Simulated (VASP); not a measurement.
# ZnO: single point with r2SCAN+rVV10

ZnO:

```xyz
2
Lattice="2.6374 0.0000 0.0000 0.0000 2.6374 0.0000 0.0000 0.0000 2.6374" Properties=species:S:1:pos:R:3 pbc="T T T"
Zn    0.0000    0.0000    0.0000
O     1.3187    1.3187    1.3187
```

| Item | Value |
| --- | --- |
| Program | VASP 6.6.1 |
| Task | single point |
| Functional | r2SCAN |
| Dispersion | rVV10 |
| Potentials or basis | VASP PAW PBE potentials, release 64 (Zn, O_h) |
| Cutoff | 910 eV |
| k mesh | 10 × 10 × 10 |
| Occupations | fermi-dirac, width 0.03 eV |
| Spin | no spin polarisation |
| Dipole correction | no |
| Second run | hard_potentials |
| Further INCAR settings | ALGO = Normal; EDIFF = 1e-06; NBANDS = 16 |

```
Pressure               : 1.1 GPa
Band gap on the k mesh : zero (band 9 reaches 3.77 eV, above the bottom of band 10 at 3.76 eV)
```

Levels at points of the mesh, in eV from the Fermi level:
```csv
k point,band 5,band 6,band 7,band 8,band 9,band 10,band 11,band 12,band 13,band 14
"(0.00, 0.00, 0.00)",-5.60,-5.60,-1.43,-1.43,-1.43,-0.09,15.12,15.12,19.23,19.23
"(0.50, 0.00, 0.00)",-6.29,-5.57,-4.71,-0.08,-0.08,6.02,7.57,16.98,16.98,18.35
"(0.50, 0.50, 0.00)",-5.80,-5.35,-5.35,-5.31,-0.28,3.32,11.35,11.35,17.07,23.02
"(0.50, 0.50, 0.50)",-5.29,-5.29,-1.56,-1.56,-1.56,6.19,6.19,6.19,10.79,22.73
```

It took 92 s on 1 thread of Intel(R) Xeon(R) Platinum 8488C (Sapphire Rapids), with other jobs on the host, peak memory 0.28 GiB.

Caveat: the cutoff is under 1.25 times the usual one of these potentials, so pressure, stress and relaxed cells hold a basis-set (Pulay) error; the PAW data sets were made with another functional, which shifts forces and pressure a little.
